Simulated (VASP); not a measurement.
Pd: equation of state with rSCAN

The system is Pd.

```
Pd
1.0
     0.00000    1.94650    1.94650
     1.94650    0.00000    1.94650
     1.94650    1.94650    0.00000
Pd
1
Direct
  0.00000 0.00000 0.00000
```

| Item | Value |
| --- | --- |
| Program | VASP 6.6.1 |
| Task | equation of state |
| Functional | rSCAN |
| Potentials or basis | VASP PAW PBE potentials, release 64 (Pd) |
| Cutoff | 650 eV |
| k mesh | 23 × 23 × 23 |
| Occupations | methfessel-paxton, width 0.05 eV |
| Spin | no spin polarisation |

```
Equilibrium volume                      : 14.92 Å³/atom
Bulk modulus                            : 187 GPa
Pressure derivative of the bulk modulus : 5.6
```

Energy against volume, from the lowest point:
```csv
volume (Å³/atom),energy (meV/atom)
13.423,109.23
13.865,49.82
14.308,14.84
14.750,0.00
15.193,1.73
15.635,17.07
16.078,43.63
```

It took 15 min on 1 thread of Intel(R) Xeon(R) Platinum 8488C (Sapphire Rapids), on a shared host, peak memory 0.21 GiB.

Caveat: the PAW data sets were made with another functional, which shifts forces and pressure a little. Zero-point motion and thermal expansion aren't in these numbers.
